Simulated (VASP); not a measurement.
# PbO2 (P4_2/mnm) in VASP: further runs, part 2 of 2

VASP 6.6.1. The steps go on from the part before.

## (4) Single point, PBE

This run uses another cell than the first one, of 14.86 Å³/atom, 1.071 times its volume.

File INCAR:

```
ALGO = Normal ; EDIFF = 1E-6
ENCUT = 600 ; GGA = PE
GGA_COMPAT = False ; ISIF = 2
ISMEAR = 0 ; LASPH = True
LCHARG = False ; LREAL = False
LWAVE = False ; NBANDS = 35
NELM = 120 ; PREC = Accurate
SIGMA = 0.1
```

File KPOINTS:

```
k-points
0
Gamma
  8 8 10
```

File POSCAR:

```
PbO2
1.0
    4.9786413899      0.0000000000      0.0000000000
    0.0000000000      4.9786413899      0.0000000000
    0.0000000000      0.0000000000      3.5981195777
Pb O
2 4
Direct
    0.0000000000      0.0000000000      0.0000000000
    0.5000000000      0.5000000000      0.5000000000
    0.3082255143      0.3082255143      0.0000000000
    0.1917744857      0.8082255143      0.5000000000
    0.6917744857      0.6917744857      0.0000000000
    0.8082255143      0.1917744857      0.5000000000
```

Potentials or basis: VASP PAW PBE potentials, release 64 (Pb_d, O).

On the command line:

```sh
> cat potpaw_PBE.64/Pb_d/POTCAR potpaw_PBE.64/O/POTCAR > POTCAR
> mpirun -np 1 vasp_std > vasp.out
```

OUTCAR:

```text
EDIFF = 1E-6
   ENCUT = 600
   GGA = PE
   ISIF = 2
   ISMEAR = 0
   LASPH = True
   LREAL = False
   NELM = 120
   PREC = Accurate

 ion  position               nearest neighbor table
   1  0.000  0.000  0.000-   3 2.17   5 2.17   4 2.25   6 2.25   4 2.25   6 2.25   2 3.95   2 3.95
                             2 3.95   2 3.95   2 3.95   2 3.95   2 3.95   2 3.95
   2  0.500  0.500  0.500-   4 2.17   6 2.17   5 2.25   3 2.25   3 2.25   5 2.25   1 3.95   1 3.95
                             1 3.95   1 3.95   1 3.95   1 3.95   1 3.95   1 3.95
   3  0.308  0.308  0.000-   1 2.17   2 2.25   2 2.25
   4  0.192  0.808  0.500-   2 2.17   1 2.25   1 2.25
   5  0.692  0.692  0.000-   1 2.17   2 2.25   2 2.25
   6  0.808  0.192  0.500-   2 2.17   1 2.25   1 2.25

  LATTYP: Found a simple tetragonal cell.
 ALAT       =     4.9786413899
 C/A-ratio  =     0.7227111366

  Lattice vectors:

 A1 = (   4.9786413899,   0.0000000000,   0.0000000000)
 A2 = (   0.0000000000,   4.9786413899,   0.0000000000)
 A3 = (   0.0000000000,   0.0000000000,   3.5981195777)

Analysis of symmetry for initial positions (statically):
=====================================================================
 Subroutine PRICEL returns:
 Original cell was already a primitive cell.

 Routine SETGRP: Setting up the symmetry group for a
 simple tetragonal supercell.

 Subroutine GETGRP returns: Found 16 space group operations
 (whereof  8 operations were pure point group operations)
 out of a pool of 16 trial point group operations.

The static configuration has the point symmetry D_2h.
 The point group associated with its full space group is D_4h.

Analysis of symmetry for dynamics (positions and initial velocities):
=====================================================================
 Subroutine PRICEL returns:
 Original cell was already a primitive cell.

 Routine SETGRP: Setting up the symmetry group for a
 simple tetragonal supercell.

 Subroutine GETGRP returns: Found 16 space group operations
 (whereof  8 operations were pure point group operations)
 out of a pool of 16 trial point group operations.

The dynamic configuration has the point symmetry D_2h.
 The point group associated with its full space group is D_4h.

 Subroutine INISYM returns: Found 16 space group operations
 (whereof  8 operations are pure point group operations),
 and found     1 'primitive' translations

----------------------------------------------------------------------------------------

                                     Primitive cell

  volume of cell :      89.1861

  direct lattice vectors                    reciprocal lattice vectors
     4.978641390  0.000000000  0.000000000     0.200858010  0.000000000  0.000000000
     0.000000000  4.978641390  0.000000000     0.000000000  0.200858010  0.000000000
     0.000000000  0.000000000  3.598119578     0.000000000  0.000000000  0.277922948

  length of vectors
     4.978641390  4.978641390  3.598119578     0.200858010  0.200858010  0.277922948

  position of ions in fractional coordinates (direct lattice)
     0.000000000  0.000000000  0.000000000
     0.500000000  0.500000000  0.500000000
     0.308225514  0.308225514  0.000000000
     0.191774486  0.808225514  0.500000000
     0.691774486  0.691774486  0.000000000
[... 33 lines left out ...]
 ===========================================

 Found     90 irreducible k-points:

 Following reciprocal coordinates:
            Coordinates               Weight
  0.000000  0.000000  0.000000      1.000000
  0.125000  0.000000  0.000000      4.000000
  0.250000  0.000000  0.000000      4.000000
  0.375000  0.000000  0.000000      4.000000
  0.500000  0.000000  0.000000      2.000000
  0.125000  0.125000  0.000000      4.000000
[... 16 lines left out ...]
  0.375000  0.125000  0.100000     16.000000
  0.500000  0.125000  0.100000      8.000000
 [... further k-points ...]
   k-points           NKPTS =     90   k-points in BZ     NKDIM =     90   number of bands    NBANDS=     35
   number of dos      NEDOS =    301   number of ions     NIONS =      6
   total plane-waves  NPLWV =  48000
   dimension x,y,z NGX =    40 NGY =   40 NGZ =   30
   dimension x,y,z NGXF=    80 NGYF=   80 NGZF=   60
   ions per type =               2   4
   NGX,Y,Z   is equivalent  to a cutoff of  13.36, 13.36, 13.86 a.u.
   NGXF,Y,Z  is equivalent  to a cutoff of  26.71, 26.71, 27.72 a.u.
 SYSTEM =  unknown system
   PREC   = accura    normal or accurate (medium, high low for compatibility)
   ISTART =      0    job   : 0-new  1-cont  2-samecut
   ICHARG =      2    charge: 1-file 2-atom 10-const
   ISPIN  =      1    spin polarized calculation?
   LNONCOLLINEAR =      F non collinear calculations
   LSORBIT =      F    spin-orbit coupling
   LASPH  =      T    aspherical Exc in radial PAW
   ENCUT  =  600.0 eV  44.10 Ry    6.64 a.u.   9.94  9.94  7.19*2*pi/ulx,y,z
   NELM   =    120;   NELMIN=  2; NELMDL= -5     # of ELM steps
   EDIFF  = 0.1E-05   stopping-criterion for ELM
   LREAL  =      F    real-space projection
   EDIFFG = 0.1E-04   stopping-criterion for IOM
   NSW    =      0    number of steps for IOM
   IBRION =     -1    ionic relax: 0-MD 1-quasi-New 2-CG
   NFREE  =      0    steps in history (QN), initial steepest desc. (CG)
   ISIF   =      2    stress and relaxation
   ISYM   =      2    0-nonsym 1-usesym 2-fastsym
   POTIM  = 0.5000    time-step for ionic-motion
   TEBEG  =    0.0;   TEEND  =   0.0 temperature during run
   PSTRESS=    0.0 pullay stress
   NELECT =      52.0000    total number of electrons
   NUPDOWN=      -1.0000    fix difference up-down
   EMIN   =  10.00;   EMAX   =-10.00  energy-range for DOS
   EFERMI =   0.00;   METHOD = LEGACY
   ISMEAR =     0;   SIGMA  =   0.10  broadening in eV -4-tet -1-fermi 0-gaus
   EFERMI_NEDOS =   21; number of points for ismear=-14 and -15
   IALGO  =     38    algorithm
   IMIX   =      4    mixing-type and parameters
     AMIX     =   0.40;   BMIX     =  1.00
     AMIX_MAG =   1.60;   BMIX_MAG =  1.00
  volume/ion in A,a.u.               =      14.86       100.31
  Fermi-wavevector in a.u.,A,eV,Ry     =   1.367656  2.584495 25.449463  1.870483
  Thomas-Fermi vector in A             =   2.493689
   LORBIT       =      0    0 simple, 1 ext, 2 COOP (PROOUT), +10 PAW based schemes
   GGA     = PE    functional components
   LHFCALC =     F    Hartree Fock is set to
   AEXX    =    0.0000 exact exchange contribution
   IVDW    =     0    specifies the selected vdW correction
   LEPSILON=     F    determine dielectric tensor
   LRPA    =     F    only Hartree local field effects (RPA)
 non-spin polarized calculation
 Gauss-broadening in eV      SIGMA  =   0.10
  energy-cutoff  :      600.00
  volume of cell :       89.19
 maximum number of plane-waves:      3024
 NGX is ok and might be reduce to    40
   NGX = 19   NGY = 19   NGZ = 15

 number of electron      52.0000011 magnetization

 Free energy of the ion-electron system (eV)
  ---------------------------------------------------
  ext. energy  EPLUGINS =         0.00000000
  ---------------------------------------------------
  free energy    TOTEN  =       -31.81340660 eV

  energy without entropy =      -31.80941432  energy(sigma->0) =      -31.81141046

 E-fermi :   3.7019     XC(G=0): -10.3859

 val. band max:        3.6855184089   @ k =   0.1250   0.1250   0.0000
 cond. band min:       3.7033958613   @ k =   0.1250   0.1250   0.0000
 fundamental gap:      0.0178774524
 Fermi energy:         3.7018580472

 k-point     1 :       0.0000    0.0000    0.0000
  band No.  band energies     occupation
      1     -14.1783      2.00000
      2     -14.1606      2.00000
      3     -12.5740      2.00000
      4     -12.5740      2.00000
      5     -11.7792      2.00000
      6     -11.6317      2.00000
[... 901 lines left out ...]
     34      14.5762      0.00000
     35      15.8352      0.00000

 [... further k-points ...]
[... 5 lines left out ...]
  --------------------------------------------------------------------------------------
  -------------------------------------------------------------------------------------
  Total        0.0236610      0.0236610     -2.8285339     -0.0000000      0.0000000      0.0000000
  in kB        0.4250556      0.4250556    -50.8129828     -0.0000000      0.0000000      0.0000000
  external PRESSURE =     -16.6542905 kB  Pullay stress =       0.0000000 kB

 VOLUME and BASIS-vectors are now :
 -----------------------------------------------------------------------------
  energy-cutoff  :      600.00
  volume of cell :       89.19
      direct lattice vectors                 reciprocal lattice vectors
     4.978641390  0.000000000  0.000000000     0.200858010  0.000000000  0.000000000
     0.000000000  4.978641390  0.000000000     0.000000000  0.200858010  0.000000000
     0.000000000  0.000000000  3.598119578     0.000000000  0.000000000  0.277922948

 POSITION                                       TOTAL-FORCE (eV/Angst)
 -----------------------------------------------------------------------------------
      0.00000      0.00000      0.00000         0.000000     -0.000000      0.000000
      2.48932      2.48932      1.79906         0.000000     -0.000000      0.000000
      1.53454      1.53454      0.00000         0.000852      0.000852      0.000000
      0.95478      4.02386      1.79906        -0.000852      0.000852      0.000000
      3.44410      3.44410      0.00000        -0.000852     -0.000852     -0.000000
      4.02386      0.95478      1.79906         0.000852     -0.000852     -0.000000
 -----------------------------------------------------------------------------------
    total drift:                                0.000000      0.000000     -0.000000

  FREE ENERGIE OF THE ION-ELECTRON SYSTEM (eV)
  ---------------------------------------------------
  free  energy   TOTEN  =       -31.8134066023 eV

  energy  without entropy=      -31.8094143228  energy(sigma->0) =      -31.81141046
```

OSZICAR:

```text
N       E                     dE             d eps       ncg     rms          rms(c)
DAV:   1     0.710417714265E+03    0.71042E+03   -0.27968E+04  6303   0.196E+03
DAV:   2     0.641634073095E+02   -0.64625E+03   -0.61363E+03  6765   0.522E+02
DAV:   3    -0.320330335948E+02   -0.96196E+02   -0.92520E+02  7450   0.214E+02
DAV:   4    -0.372567514460E+02   -0.52237E+01   -0.51669E+01  7968   0.518E+01
DAV:   5    -0.374383151469E+02   -0.18156E+00   -0.18121E+00  8224   0.100E+01    0.138E+01
DAV:   6    -0.318631266112E+02    0.55752E+01   -0.17987E+01  9486   0.488E+01    0.476E+00
DAV:   7    -0.318490059185E+02    0.14121E-01   -0.17128E+00  7780   0.101E+01    0.279E+00
DAV:   8    -0.318389671211E+02    0.10039E-01   -0.41132E-01  9696   0.551E+00    0.121E+00
DAV:   9    -0.318115459472E+02    0.27421E-01   -0.75864E-02  9637   0.341E+00    0.141E-01
DAV:  10    -0.318135746141E+02   -0.20287E-02   -0.12707E-02  6836   0.651E-01    0.148E-01
DAV:  11    -0.318134340941E+02    0.14052E-03   -0.43209E-04 10117   0.199E-01    0.618E-02
DAV:  12    -0.318134069920E+02    0.27102E-04   -0.10669E-04  7661   0.785E-02    0.165E-02
DAV:  13    -0.318134066023E+02    0.38965E-06   -0.70345E-06  7997   0.341E-02
   1 F= -.31813407E+02 E0= -.31811410E+02  d E =-.399228E-02
```

Run time: 4.6 min. Hardware: 1 thread of Intel Xeon 6975P-C, shared host; peak memory 0.4 GiB.

What came out:

```yaml
Free_energy: -31.8134 eV
Pressure: -1.7 GPa
Band_gap_on_the_k_mesh: 0.02 eV, direct
```

Stress tensor (GPa, compression positive):
```
 0.04  0.00  0.00
 0.00  0.04  0.00
 0.00  0.00 -5.08
```

Levels at points of the mesh, in eV from the valence-band top:
```
           k point  band 22  band 23  band 24  band 25  band 26  band 27  band 28  band 29  band 30  band 31
(0.00, 0.00, 0.00)    -0.93    -0.70    -0.70    -0.47    -0.47     0.10     3.53     5.45     5.45     9.07
(0.50, 0.00, 0.00)    -1.22    -0.72    -0.72    -0.30    -0.30     2.11     2.11     6.01     6.01     9.61
(0.50, 0.50, 0.00)    -1.47    -0.77    -0.77    -0.34    -0.34     2.31     2.31     6.33     6.33     9.94
(0.00, 0.00, 0.50)    -1.94    -0.98    -0.98    -0.69    -0.69     3.29     3.29     8.69     8.69     8.81
(0.50, 0.00, 0.50)    -1.00    -0.63    -0.63    -0.16    -0.16     3.64     3.64     7.18     7.18     9.17
(0.50, 0.50, 0.50)    -1.61    -0.57    -0.57    -0.37    -0.37     2.45     2.45     8.16     8.16     9.06
```

Caveat: spin-orbit coupling is left out, which moves the levels of the heavy elements. A k mesh can miss the band edges.

## (5) The runs side by side

| cell | k mesh | smearing | gap on the mesh (eV) | pressure (GPa) | largest force (eV/Å) |
| --- | --- | --- | --- | --- | --- |
| a = 4.958, b = 4.958, c = 3.388 Å, 6 atoms | 4 × 4 × 6 | gaussian 0.1 eV | 0.18 | 9.1 | 0.02 |
| a = 5.079, b = 5.079, c = 3.444 Å, 6 atoms | 8 × 8 × 10 | gaussian 0.01 eV | 0.01 | 0.1 | 0.01 |
| a = 4.979, b = 4.979, c = 3.598 Å, 6 atoms | 8 × 8 × 10 | gaussian 0.1 eV | 0.02 | -1.7 | - |

Alike in all rows: task single point; level PBE; potentials or basis VASP PAW PBE potentials, release 64 (Pb_d, O); no spin polarisation; cutoff (eV) 600.

Caveats: spin-orbit coupling is left out, which moves the levels of the heavy elements.

Absolute energies hang on the potentials; compare differences alone.
